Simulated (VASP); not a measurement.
Input of a VASP 6.6.1 run:

File INCAR:

```
PREC     = Accurate       # precision mode
ENCUT    = 520            # plane-wave cutoff, eV
EDIFF    = 1E-6           # SCF threshold, eV
ISMEAR   = 0              # smearing method
SIGMA    = 0.1            # smearing width, eV
LREAL    = F              # projectors in reciprocal space
LASPH    = T              # aspherical terms in the spheres
NELM     = 100            # most SCF steps
ALGO     = Normal         # electronic algorithm
ISIF     = 2              # what is computed and relaxed
LWAVE    = F              # write WAVECAR
LCHARG   = T              # write CHGCAR
LDIPOL   = T            
IDIPOL   = 3            
DIPOL    = 0.5 0.5 0.345
GGA      = PE             # functional
IVDW     = 12             # dispersion correction
LELF     = T              # ELF
LVHAR    = T            
LVACPOTAV= T            
NBANDS   = 16             # bands
```

The input KPOINTS:

```
Automatic mesh
0
Gamma
  15 15 1
```

POSCAR

```
C
1.0
    2.4656677093      0.0000000000      0.0000000000
   -1.2328338546      2.1353308736      0.0000000000
    0.0000000000      0.0000000000     17.5000661151
C
4
Direct
    0.6666666667      0.3333333333      0.2571437747
    0.3333333333      0.6666666667      0.2571418857
    0.6666666667      0.6666666667      0.4320021459
    1.0000000000      0.3333333333      0.4320002569
```

Potentials or basis: VASP PAW PBE potentials, release 64 (C).

The run is started by

```sh
$ cat potpaw_PBE.64/C/POTCAR > POTCAR
$ mpirun -np 1 vasp_std > vasp.out
```

Q: Estimate the dispersion energy per atom.

A: -0.127 eV.

Q: Predict the band gap on the k mesh.

A: 0.64 eV, direct.

Q: Predict the largest force.

A: 0.138 eV/Å.

Forces on the atoms (eV/Å):
```
C   -0.030  0.003 -0.134
C   -0.030 -0.003 -0.134
C    0.030 -0.003  0.134
C    0.030  0.003  0.134
```
